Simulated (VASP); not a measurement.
The system is C.

```
C
1.0
     2.23228    0.00000    0.00000
     0.00000    2.23228    0.00000
     0.00000    0.00000    2.23228
C
1
Cartesian
  0.0000 0.0000 0.0000
```

| Quantity | Value |
| --- | --- |
| Program | VASP 6.6.1 |
| Task | relaxation of cell and atoms |
| Functional | PBE |
| Potentials or basis | VASP PAW PBE potentials, release 64 (C) |
| Cutoff | 600 eV |
| k mesh | 15 × 15 × 15 |
| Occupations | fermi-dirac, width 0.03 eV |
| Spin | no spin polarisation |

At the start: pressure -47.5 GPa; volume 11.12 Å³/atom.

**Question.** How do energy, volume and symmetry change on relaxing?

**Answer.** Over 6 steps the energy falls by 1603.1 meV/atom and the volume is 5.60 Å³/atom (-49.7 %); space group Pm-3m (No. 221, to 0.1 Å) before and after.

Step by step:
```tsv
step	energy change (eV)	largest force (eV/Å)	pressure (GPa)	volume (Å³)
1	0.0000	0.0000	-47.49	11.12
2	-1.4636	0.0000	-38.62	6.61
3	-1.6007	0.0000	-6.26	5.72
4	-1.6031	0.0000	0.93	5.58
5	-1.6031	0.0000	-0.62	5.61
6	-1.6031	0.0000	0.03	5.60
```

Final structure:
```yaml
crystal:
  lattice:
    - [1.77536, 0.00000, 0.00000]
    - [0.00000, 1.77536, 0.00000]
    - [0.00000, 0.00000, 1.77536]
  atoms:
    - { symbol: C, position: [0.00000, 0.00000, 0.00000] }
```

Caveat: the volume moved by over 15 % at a fixed basis, so the end points are rough.
